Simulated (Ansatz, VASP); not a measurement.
Given: the input of a run of VASP 6.6.1 on TaSi2.

INCAR

```
PREC = Accurate
ENCUT = 600
EDIFF = 1E-6
ISMEAR = -1
SIGMA = 0.05
LREAL = False
LASPH = True
NELM = 80
ALGO = Normal
ISIF = 3
LWAVE = False
LCHARG = False
GGA = PS
IVDW = 13
IBRION = 2
NSW = 60
EDIFFG = -0.01
```

Contents of KPOINTS:

```
regular mesh
0
Gamma
  7 7 4
```

The input POSCAR:

```
TaSi2
1.0
    4.7839000000      0.0000000000      0.0000000000
   -2.3919500000      4.1429789292      0.0000000000
    0.0000000000      0.0000000000      6.5700000000
Ta Si
3 6
Direct
    0.0000000000      0.5000000000      0.3333333333
    0.5000000000      0.5000000000      0.6666666667
    0.5000000000      0.0000000000      0.0000000000
    0.3179400000      0.1589700000      0.3333333333
    0.1589700000      0.8410300000      0.6666666667
    0.8410300000      0.6820600000      0.0000000000
    0.6820600000      0.8410300000      0.3333333333
    0.8410300000      0.1589700000      0.6666666667
    0.1589700000      0.3179400000      0.0000000000
```

Potentials or basis: VASP PAW PBE potentials, release 64 (Ta_pv, Si).

The run is started by

```sh
$ cat potpaw_PBE.64/Ta_pv/POTCAR potpaw_PBE.64/Si/POTCAR > POTCAR
$ mpirun -np 1 vasp_std > vasp.out
```

Q: Set up the same calculation for Ansatz 0.2.0. Potentials there: Ansatz PAW.

A: As run (the cutoff follows the program's own potentials):

File input.yaml:

```yaml
crystal:
  lattice:
    - [4.7839, 0.0, 0.0]
    - [-2.39195, 4.1429789292, 0.0]
    - [0.0, 0.0, 6.57]
  atoms:
    - { symbol: Ta, position: [0.0, 0.5, 0.3333333333] }
    - { symbol: Ta, position: [0.5, 0.5, 0.6666666667] }
    - { symbol: Ta, position: [0.5, 0.0, 0.0] }
    - { symbol: Si, position: [0.31794, 0.15897, 0.3333333333] }
    - { symbol: Si, position: [0.15897, 0.84103, 0.6666666667] }
    - { symbol: Si, position: [0.84103, 0.68206, 0.0] }
    - { symbol: Si, position: [0.68206, 0.84103, 0.3333333333] }
    - { symbol: Si, position: [0.84103, 0.15897, 0.6666666667] }
    - { symbol: Si, position: [0.15897, 0.31794, 0.0] }
hamiltonian:
  xc: pbesol
  pseudopotentials: { kind: paw }
  dispersion: d4
kpoints:
  mp_grid: { grid: [7, 7, 4] }
scf:
  occupations: { method: fermi_dirac, width: 0.05 }
output:
  forces: true
  stress: true
  eigenvalues: true
relax:
  f_tol: 0.01
  max_steps: 40
  cell: { stress_tol: 0.05 }
```

Potentials or basis: Ansatz PAW.

The run is started by

```sh
$ ansatz run input.yaml --threads 4 --pin off --max-ram 11264MiB --backend cpu --events-out ev --progress --plain --runs-dir out
```

Both were run:

|  | VASP | Ansatz | Ansatz less VASP |
| --- | --- | --- | --- |
| gap on the k mesh at the Fermi level, each at its own relaxed structure (eV) | none | none | - |
| relaxed volume (Å³/atom) | 14.13 | 14.11 | -0.023 |
| relaxed cell length with the largest relative difference (Å) | 4.736 | 4.734 | -0.0026 |

VASP's potentials were made for PBE, not for PBEsol. A gap of «none» marks a metal or a gap that the smearing closes. VASP's potentials hold 57 valence electrons a cell and Ansatz's 63, so a difference there can come from the potentials and not from the codes.

Neither program's run includes spin-orbit coupling. Noted on Ansatz's run: the plane-wave basis is chosen anew once the cell has moved, so the energies of steps on either side of that aren't comparable.
